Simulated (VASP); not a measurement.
## CO2: relaxation of cell and atoms with PBE+D3(BJ)

The system is CO2.

```
C O
1.0
     5.30000    0.00000    0.00000
     0.00000    5.30000    0.00000
     0.00000    0.00000    5.30000
C O
4 8
Direct
  0.00000 0.00000 0.00000
  0.50000 0.00000 0.50000
  0.50000 0.50000 0.00000
  0.00000 0.50000 0.50000
  0.12500 0.12500 0.12500
  0.87500 0.87500 0.87500
  0.37500 0.87500 0.62500
  0.62500 0.12500 0.37500
  0.62500 0.37500 0.87500
  0.37500 0.62500 0.12500
  0.87500 0.62500 0.37500
  0.12500 0.37500 0.62500
```

```json
{
  "Program": "VASP 6.6.1",
  "Task": "relaxation of cell and atoms",
  "Functional": "PBE",
  "Dispersion": "D3(BJ)",
  "Potentials or basis": "VASP PAW PBE potentials, release 64 (C_h, O_h)",
  "Cutoff": "910 eV",
  "k mesh": "4 × 4 × 4",
  "Occupations": "gaussian, width 0.01 eV",
  "Spin": "no spin polarisation",
  "Target pressure": "5 GPa",
  "Dipole correction": "no",
  "Further INCAR settings": "ALGO = Normal; EDIFF = 1e-07; IBRION = 2; EDIFFG = -0.003; NSW = 80; ISIF = 3"
}
```

```json
{
 "Relaxed volume": "11.60 Å³/atom",
 "Relaxed cell": "a = 5.183 Å, b = 5.183 Å, c = 5.183 Å, α = 90.00°, β = 90.00°, γ = 90.00°",
 "Space group after relaxing (to 0.1 Å)": "Pa-3 (No. 205)",
 "Energy change on relaxing (the run minimises the enthalpy)": "+5.9 meV/atom",
 "Ionic steps": "10",
 "Pressure after relaxing": "5.0 GPa",
 "Band gap on the k mesh": "7.14 eV",
 "Dispersion energy per atom": "-0.092 eV"
}
```

Step by step:
```
step  energy change (eV)  largest force (eV/Å)  pressure (GPa)  volume (Å³)
   1              0.0000                2.1488            9.49       148.88
   2              3.4012                7.6851          -24.26       156.50
   3             -0.1773                0.0510            2.31       149.98
   4             -0.1757                0.0983            2.80       149.90
   5             -0.1751                0.1337            2.91       149.88
   6             -0.1269                0.1238            3.49       147.10
   7              0.0754                0.1217            5.49       139.09
   8              0.1088                0.9455            1.83       139.12
   9              0.0748                0.0000            5.08       139.10
  10              0.0710                0.0013            5.04       139.21
```

Final structure:
```
C O
1.0
     5.18277    0.00000    0.00000
     0.00000    5.18277    0.00000
     0.00000    0.00000    5.18277
C O
4 8
Direct
  0.00000 0.00000 0.00000
  0.50000 0.00000 0.50000
  0.50000 0.50000 0.00000
  0.00000 0.50000 0.50000
  0.12981 0.12981 0.12981
  0.87019 0.87019 0.87019
  0.37019 0.87019 0.62981
  0.62981 0.12981 0.37019
  0.62981 0.37019 0.87019
  0.37019 0.62981 0.12981
  0.87019 0.62981 0.37019
  0.12981 0.37019 0.62981
```

Levels at points of the mesh, in eV from the valence-band top:
```csv
k point,band 29,band 30,band 31,band 32,band 33,band 34,band 35,band 36
"(0.00, 0.00, 0.00)",-0.34,-0.34,0.00,0.00,7.14,7.73,7.73,7.73
"(0.50, 0.00, 0.00)",-0.51,-0.51,-0.11,-0.11,7.67,7.67,8.02,8.02
"(0.50, 0.50, 0.00)",-0.44,-0.44,-0.44,-0.44,7.67,7.67,7.67,7.67
"(0.50, 0.50, 0.50)",-0.53,-0.53,-0.53,-0.53,7.62,7.62,7.62,7.62
```

Run time: 13 min on 1 thread of Intel(R) Xeon(R) Platinum 8559C (Emerald Rapids), on a shared host, peak memory 0.5 GiB.

Caveat: the cell is relaxed towards a set pressure, so the run minimises the enthalpy, not the energy. A k mesh can miss the band edges.
